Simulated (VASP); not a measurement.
# HfSi (F-43m) in VASP: single point with PBEsol

Aim: the single point of HfSi with PBEsol.

Everything below comes from runs of VASP 6.6.1. Logs are shortened: lines on timing, memory, paths and dates and some standing lists are left out, and cuts for length are marked.

## 1. The cell of the first run

The structure is cubic, space group F-43m (No. 216). Conventional cell: a = 5.987 Å, b = 5.987 Å, c = 5.987 Å, α = 90.00°, β = 90.00°, γ = 90.00°. Within 3.4 Å of Hf (site symmetry -43m) lie 4 Si at 2.59 Å. Si (site symmetry -43m) has 4 Hf at 2.59 Å within 3.4 Å.

## 2. Single point, PBEsol (26.83 Å³/atom)

The input, INCAR:

```
ALGO     = Normal         # electronic algorithm
EDIFF    = 1E-6           # SCF threshold, eV
ENCUT    = 520            # plane-wave cutoff, eV
GGA      = PS             # functional
ISIF     = 2              # what is computed and relaxed
ISMEAR   = -1             # smearing method
LASPH    = T              # aspherical terms in the spheres
LCHARG   = F              # write CHGCAR
LREAL    = F              # projectors in reciprocal space
LWAVE    = F              # write WAVECAR
NBANDS   = 14             # bands
NELM     = 60             # most SCF steps
PREC     = Accurate       # precision mode
SIGMA    = 0.15           # smearing width, eV
```

The input, KPOINTS:

```
k-points
0
Gamma
  10 10 10
```

The input, POSCAR:

```
HfSi
1.0
    0.0000000000      2.9936000000      2.9936000000
    2.9936000000      0.0000000000      2.9936000000
    2.9936000000      2.9936000000      0.0000000000
Hf Si
1 1
Direct
    0.0000000000      0.0000000000      0.0000000000
    0.2500000000      0.2500000000      0.2500000000
```

Potentials or basis: VASP PAW PBE potentials, release 64 (Hf_pv, Si).

Started as:

```bash
$ cat potpaw_PBE.64/Hf_pv/POTCAR potpaw_PBE.64/Si/POTCAR > POTCAR
$ mpirun -np 1 vasp_std > vasp.out
```

OUTCAR:

```text
EDIFF = 1E-6
   ENCUT = 520
   GGA = PS
   ISIF = 2
   ISMEAR = -1
   LASPH = T
   LREAL = F
   NELM = 60
   PREC = Accurate

 ion  position               nearest neighbor table
   1  0.000  0.000  0.000-   2 2.59   2 2.59   2 2.59   2 2.59
   2  0.250  0.250  0.250-   1 2.59   1 2.59   1 2.59   1 2.59

  LATTYP: Found a face centered cubic cell.
 ALAT       =     5.9872000000

  Lattice vectors:

 A1 = (   0.0000000000,   2.9936000000,   2.9936000000)
 A2 = (   2.9936000000,   0.0000000000,   2.9936000000)
 A3 = (   2.9936000000,   2.9936000000,   0.0000000000)

Analysis of symmetry for initial positions (statically):
=====================================================================
 Subroutine PRICEL returns:
 Original cell was already a primitive cell.

 Routine SETGRP: Setting up the symmetry group for a
 face centered cubic supercell.

 Subroutine GETGRP returns: Found 24 space group operations
 (whereof 24 operations were pure point group operations)
 out of a pool of 48 trial point group operations.

The static configuration has the point symmetry T_d .

Analysis of symmetry for dynamics (positions and initial velocities):
=====================================================================
 Subroutine PRICEL returns:
 Original cell was already a primitive cell.

 Routine SETGRP: Setting up the symmetry group for a
 face centered cubic supercell.

 Subroutine GETGRP returns: Found 24 space group operations
 (whereof 24 operations were pure point group operations)
 out of a pool of 48 trial point group operations.

The dynamic configuration has the point symmetry T_d .

 Subroutine INISYM returns: Found 24 space group operations
 (whereof 24 operations are pure point group operations),
 and found     1 'primitive' translations

----------------------------------------------------------------------------------------

                                     Primitive cell

  volume of cell :      53.6551

  direct lattice vectors                    reciprocal lattice vectors
     0.000000000  2.993600000  2.993600000    -0.167022982  0.167022982  0.167022982
     2.993600000  0.000000000  2.993600000     0.167022982 -0.167022982  0.167022982
     2.993600000  2.993600000  0.000000000     0.167022982  0.167022982 -0.167022982

  length of vectors
     4.233589720  4.233589720  4.233589720     0.289292291  0.289292291  0.289292291

  position of ions in fractional coordinates (direct lattice)
     0.000000000  0.000000000  0.000000000
     0.250000000  0.250000000  0.250000000

  ion indices of the primitive-cell ions
   primitive index   ion index
                 1           1
                 2           2

----------------------------------------------------------------------------------------

 KPOINTS: k-points

Automatic generation of k-mesh.
 Grid dimensions read from file:
 generate k-points for:   10   10   10

 Generating k-lattice:

  Cartesian coordinates                     Fractional coordinates (reciprocal lattice)
    -0.016702298  0.016702298  0.016702298     0.100000000  0.000000000  0.000000000
     0.016702298 -0.016702298  0.016702298     0.000000000  0.100000000  0.000000000
     0.016702298  0.016702298 -0.016702298     0.000000000  0.000000000  0.100000000

  Length of vectors
     0.028929229  0.028929229  0.028929229

  Shift w.r.t. Gamma in fractional coordinates (k-lattice)
     0.000000000  0.000000000  0.000000000

 Subroutine IBZKPT returns following result:
 ===========================================

 Found     47 irreducible k-points:

 Following reciprocal coordinates:
            Coordinates               Weight
  0.000000  0.000000  0.000000      1.000000
  0.100000  0.000000  0.000000      8.000000
  0.200000  0.000000  0.000000      8.000000
  0.300000  0.000000  0.000000      8.000000
  0.400000  0.000000  0.000000      8.000000
  0.500000  0.000000  0.000000      4.000000
[... 16 lines left out ...]
  0.300000  0.300000  0.000000      6.000000
  0.400000  0.300000  0.000000     24.000000
 [... further k-points ...]
   k-points           NKPTS =     47   k-points in BZ     NKDIM =     47   number of bands    NBANDS=     14
   number of dos      NEDOS =    301   number of ions     NIONS =      2
   total plane-waves  NPLWV =  32768
   dimension x,y,z NGX =    32 NGY =   32 NGZ =   32
   dimension x,y,z NGXF=    64 NGYF=   64 NGZF=   64
   ions per type =               1   1
   NGX,Y,Z   is equivalent  to a cutoff of  12.57, 12.57, 12.57 a.u.
   NGXF,Y,Z  is equivalent  to a cutoff of  25.13, 25.13, 25.13 a.u.
 SYSTEM =  unknown system
   PREC   = accura    normal or accurate (medium, high low for compatibility)
   ISTART =      0    job   : 0-new  1-cont  2-samecut
   ICHARG =      2    charge: 1-file 2-atom 10-const
   ISPIN  =      1    spin polarized calculation?
   LNONCOLLINEAR =      F non collinear calculations
   LSORBIT =      F    spin-orbit coupling
   LASPH  =      T    aspherical Exc in radial PAW
   ENCUT  =  520.0 eV  38.22 Ry    6.18 a.u.   7.87  7.87  7.87*2*pi/ulx,y,z
   NELM   =     60;   NELMIN=  2; NELMDL= -5     # of ELM steps
   EDIFF  = 0.1E-05   stopping-criterion for ELM
   LREAL  =      F    real-space projection
   EDIFFG = 0.1E-04   stopping-criterion for IOM
   NSW    =      0    number of steps for IOM
   IBRION =     -1    ionic relax: 0-MD 1-quasi-New 2-CG
   NFREE  =      0    steps in history (QN), initial steepest desc. (CG)
   ISIF   =      2    stress and relaxation
   ISYM   =      2    0-nonsym 1-usesym 2-fastsym
   POTIM  = 0.5000    time-step for ionic-motion
   TEBEG  =    0.0;   TEEND  =   0.0 temperature during run
   PSTRESS=    0.0 pullay stress
   NELECT =      14.0000    total number of electrons
   NUPDOWN=      -1.0000    fix difference up-down
   EMIN   =  10.00;   EMAX   =-10.00  energy-range for DOS
   EFERMI =   0.00;   METHOD = LEGACY
   ISMEAR =    -1;   SIGMA  =   0.15  broadening in eV -4-tet -1-fermi 0-gaus
   EFERMI_NEDOS =   21; number of points for ismear=-14 and -15
   IALGO  =     38    algorithm
   IMIX   =      4    mixing-type and parameters
     AMIX     =   0.40;   BMIX     =  1.00
     AMIX_MAG =   1.60;   BMIX_MAG =  1.00
  volume/ion in A,a.u.               =      26.83       181.04
  Fermi-wavevector in a.u.,A,eV,Ry     =   1.046117  1.976875 14.889692  1.094362
  Thomas-Fermi vector in A             =   2.180942
   LORBIT       =      0    0 simple, 1 ext, 2 COOP (PROOUT), +10 PAW based schemes
   GGA     = PS    functional components
   LHFCALC =     F    Hartree Fock is set to
   AEXX    =    0.0000 exact exchange contribution
   IVDW    =     0    specifies the selected vdW correction
   LEPSILON=     F    determine dielectric tensor
   LRPA    =     F    only Hartree local field effects (RPA)
 non-spin polarized calculation
  energy-cutoff  :      520.00
  volume of cell :       53.66
 maximum number of plane-waves:      1460
   NGX = 15   NGY = 15   NGZ = 15

 number of electron      13.9999998 magnetization

 Free energy of the ion-electron system (eV)
  ---------------------------------------------------
  ext. energy  EPLUGINS =         0.00000000
  ---------------------------------------------------
  free energy    TOTEN  =       -15.08236476 eV

  energy without entropy =      -14.99792638  energy(sigma->0) =      -15.04014557

 E-fermi :   2.8455     XC(G=0):  -9.4138

 val. band max:        2.8288003283   @ k =   0.4000   0.4000   0.0000
 cond. band min:       2.9498881624   @ k =  -0.4000   0.5000   0.1000
 fundamental gap:      0.1210878341
 Fermi energy:         2.8455138028

 k-point     1 :       0.0000    0.0000    0.0000
  band No.  band energies     occupation
      1     -27.9798      2.00000
      2     -27.9798      2.00000
      3     -27.9798      2.00000
      4      -5.4678      2.00000
      5       1.5122      1.99972
      6       1.5122      1.99972
      7       1.5122      1.99972
      8       4.4960      0.00003
      9       4.4960      0.00003
     10       6.9434      0.00000
     11       9.7163      0.00000
     12       9.7163      0.00000
     13       9.7163      0.00000
     14      11.4048      0.00000

 k-point     2 :       0.1000    0.0000    0.0000
  band No.  band energies     occupation
      1     -27.9837      2.00000
      2     -27.9804      2.00000
      3     -27.9804      2.00000
      4      -5.3530      2.00000
      5       1.3219      1.99992
      6       1.5643      1.99961
      7       1.5643      1.99961
      8       4.4414      0.00005
      9       4.4414      0.00005
     10       7.2889      0.00000
     11       9.0822      0.00000
     12       9.8176      0.00000
     13       9.8176      0.00000
     14      10.9851      0.00000

 k-point     3 :       0.2000    0.0000    0.0000
  band No.  band energies     occupation
      1     -27.9940      2.00000
      2     -27.9820      2.00000
      3     -27.9820      2.00000
      4      -5.0310      2.00000
      5       0.8937      2.00000
      6       1.6873      1.99911
      7       1.6873      1.99911
      8       4.3756      0.00007
      9       4.3756      0.00007
     10       7.5060      0.00000
     11       8.2528      0.00000
     12       9.6037      0.00000
     13       9.6037      0.00000
     14      10.4587      0.00000

 k-point     4 :       0.3000    0.0000    0.0000
  band No.  band energies     occupation
      1     -28.0066      2.00000
      2     -27.9840      2.00000
      3     -27.9840      2.00000
      4      -4.5770      2.00000
      5       0.4454      2.00000
      6       1.8005      1.99812
      7       1.8005      1.99812
      8       4.4778      0.00004
      9       4.4778      0.00004
     10       6.1473      0.00000
     11       8.5208      0.00000
     12       8.7727      0.00000
     13       8.7727      0.00000
     14      10.9334      0.00000

 k-point     5 :       0.4000    0.0000    0.0000
  band No.  band energies     occupation
      1     -28.0168      2.00000
      2     -27.9856      2.00000
      3     -27.9856      2.00000
      4      -4.1436      2.00000
      5       0.1102      2.00000
      6       1.8506      1.99737
      7       1.8506      1.99737
      8       4.7883      0.00000
      9       4.7883      0.00000
     10       5.0903      0.00000
     11       7.8777      0.00000
[... 276 lines left out ...]
 k-point    22 :      -0.2000    0.2000    0.0000
  band No.  band energies     occupation
      1     -28.0050      2.00000
      2     -27.9914      2.00000
      3     -27.9839      2.00000
      4      -4.4145      2.00000
      5       0.4858      2.00000
      6       1.5542      1.99964
      7       1.9578      1.99463
      8       4.0071      0.00087
      9       4.8847      0.00000
     10       5.7878      0.00000
     11       7.8036      0.00000
     12       9.4935      0.00000
     13       9.5879      0.00000
     14      10.1755      0.00000

 k-point    23 :       0.3000    0.3000    0.0000
  band No.  band energies     occupation
      1     -28.0063      2.00000
      2     -27.9899      2.00000
      3     -27.9899      2.00000
      4      -4.2502      2.00000
      5       0.1469      2.00000
      6       2.1790      1.97676
      7       2.1790      1.97676
      8       3.1226      0.27234
      9       5.1718      0.00000
     10       6.4931      0.00000
     11       7.2668      0.00000
     12       7.2668      0.00000
     13       9.9395      0.00000
     14      10.9386      0.00000

 k-point    24 :       0.4000    0.3000    0.0000
  band No.  band energies     occupation
      1     -28.0121      2.00000
      2     -27.9929      2.00000
      3     -27.9917      2.00000
      4      -3.8893      2.00000
      5      -0.0421      2.00000
      6       2.1304      1.98314
      7       2.3560      1.92629
      8       3.1994      0.17270
      9       5.2815      0.00000
     10       5.3173      0.00000
     11       6.7774      0.00000
     12       7.1398      0.00000
     13      10.5852      0.00000
     14      11.2539      0.00000

 [... further k-points ...]

------------------------ aborting loop because EDIFF is reached ----------------------------------------

  FORCE on cell =-STRESS in cart. coord.  units (eV):
  Direction    XX          YY          ZZ          XY          YZ          ZX
  --------------------------------------------------------------------------------------
  -------------------------------------------------------------------------------------
  Total       -0.0762104     -0.0762104     -0.0762104      0.0000000      0.0000000     -0.0000000
  in kB       -2.2756915     -2.2756915     -2.2756915      0.0000000      0.0000000     -0.0000000
  external PRESSURE =      -2.2756915 kB  Pullay stress =       0.0000000 kB

 VOLUME and BASIS-vectors are now :
 -----------------------------------------------------------------------------
  energy-cutoff  :      520.00
  volume of cell :       53.66
      direct lattice vectors                 reciprocal lattice vectors
     0.000000000  2.993600000  2.993600000    -0.167022982  0.167022982  0.167022982
     2.993600000  0.000000000  2.993600000     0.167022982 -0.167022982  0.167022982
     2.993600000  2.993600000  0.000000000     0.167022982  0.167022982 -0.167022982

 POSITION                                       TOTAL-FORCE (eV/Angst)
 -----------------------------------------------------------------------------------
      0.00000      0.00000      0.00000         0.000000      0.000000      0.000000
      1.49680      1.49680      1.49680        -0.000000     -0.000000     -0.000000
 -----------------------------------------------------------------------------------
    total drift:                                0.000000      0.000000      0.000000

  FREE ENERGIE OF THE ION-ELECTRON SYSTEM (eV)
  ---------------------------------------------------
  free  energy   TOTEN  =       -15.0823647593 eV

  energy  without entropy=      -14.9979263813  energy(sigma->0) =      -15.04014557
```

Run time: 31 s. Hardware: 1 thread of Intel Xeon Platinum 8375C at 2.90GHz (Ice Lake), shared host; peak memory 0.19 GiB.

Results:

```
Free energy            : -15.0824 eV
Pressure               : -0.2 GPa
Band gap on the k mesh : zero (filled and empty bands touch)
```

Levels at points of the mesh, in eV from the Fermi level:
```
           k point  band 5  band 6  band 7  band 8  band 9  band 10
(0.00, 0.00, 0.00)   -1.33   -1.33   -1.33    1.65    1.65     4.10
(0.50, 0.00, 0.00)   -2.86   -0.99   -0.99    1.85    2.16     2.16
(0.50, 0.50, 0.00)   -3.29   -0.04   -0.03   -0.03    1.46     2.78
```

Caveat: the PAW data sets were made with another functional, which shifts forces and pressure a little; spin-orbit coupling is left out, which moves the levels of the heavy elements.
